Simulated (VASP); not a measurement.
Write the native input for VASP 6.6.1 that does the following.

| Property | Result |
| --- | --- |
| Task | single point |
| Functional | LDA |
| Potentials or basis | VASP PAW LDA potentials, release 64 (Al) |
| Cutoff | 520 eV |
| k mesh | 2 × 2 × 2 |
| Occupations | fermi-dirac, width 0.15 eV |
| Spin | no spin polarisation |
| Dipole correction | no |
| Further INCAR settings | LREAL = Auto; ALGO = Normal; EDIFF = 1e-06; NBANDS = 72 |

The structure of Al (a cell with a defect) lies in POSCAR:

```
Al
1.0
    8.1000000000      0.0000000000      0.0000000000
    0.0000000000      8.1000000000      0.0000000000
    0.0000000000      0.0000000000      8.1000000000
Al
33
Direct
    0.5069395256      0.0133681630     -0.0041159127
    0.7354620519      0.2400169592     -0.0040617900
    0.7499251751     -0.0005535064      0.2501830919
   -0.0008219601      0.0335866630      0.0001713829
    0.2659713862      0.2420646465     -0.0042315295
    0.5069887450      0.4855620828     -0.0037500100
    0.7109995047      0.7533890798      0.0005551967
    0.2551130537     -0.0029484565      0.2471732898
    0.5007520249      0.2496934803      0.2518471062
    0.7540038838      0.4954244444      0.2460159181
    0.5019047680      0.0020236511      0.4979130217
    0.7480254137      0.2493328895      0.4987241411
    0.7524894269     -0.0026264420      0.7446268965
   -0.0042169038      0.4183308859      0.0030307583
    0.3232416647      0.7551929316      0.0006138451
    0.0042200473      0.2399421566      0.2641429752
    0.2470379789      0.5022493829      0.2389475023
    0.5074754038      0.7451316521      0.2620085572
    0.0042103453      0.0128245934      0.4938753247
    0.2569623071      0.2510051684      0.4987749589
    0.5003631031      0.4938603386      0.4990638520
    0.7381552261      0.7452047582      0.4934227694
    0.2518802380     -0.0058829015      0.7482096588
    0.5007753503      0.2508718486      0.7426909947
    0.7596235055      0.5009423750      0.7517140655
   -0.0014178011      0.7536031050      0.2909163671
    0.0036144172      0.4855521173      0.4933262156
    0.2659749715      0.7463172345      0.4929430166
    0.0042084073      0.2419336779      0.7335454916
    0.2422478878      0.5075529373      0.7578669133
    0.5075313648      0.7461972703      0.7335539664
   -0.0011303169      0.7544863040      0.6795056832
    0.0222495036      0.7185558090      0.9809228814
```

These files were run (other wordings do the same):

INCAR

```
PREC     = Accurate       # precision mode
ENCUT    = 520            # plane-wave cutoff, eV
EDIFF    = 1E-6           # SCF threshold, eV
ISMEAR   = -1             # smearing method
SIGMA    = 0.15           # smearing width, eV
LREAL    = Auto         
LASPH    = True           # aspherical terms in the spheres
NELM     = 100            # most SCF steps
ALGO     = Normal         # electronic algorithm
ISIF     = 2              # what is computed and relaxed
LWAVE    = False          # write WAVECAR
LCHARG   = False          # write CHGCAR
NBANDS   = 72             # bands
```

KPOINTS

```
Automatic mesh
0
Gamma
  2 2 2
```

Potentials or basis: VASP PAW LDA potentials, release 64 (Al).

Launch:

```bash
$ cat potpaw_LDA.64/Al/POTCAR > POTCAR
$ mpirun -np 1 vasp_std > vasp.out
```

It gave:

* Pressure: 1.1 GPa
* Largest force: 0.098 eV/Å
* Band gap on the k mesh: zero (an odd number of electrons rules out a gap without spin polarisation)

Caveat: the k points lie up to 0.39 Å⁻¹ apart, too coarse for converged energies and pressures of a metal.

Wall time 5 min on 1 thread of Intel(R) Xeon(R) Platinum 8488C (Sapphire Rapids), with other jobs on the host, peak memory 0.46 GiB.
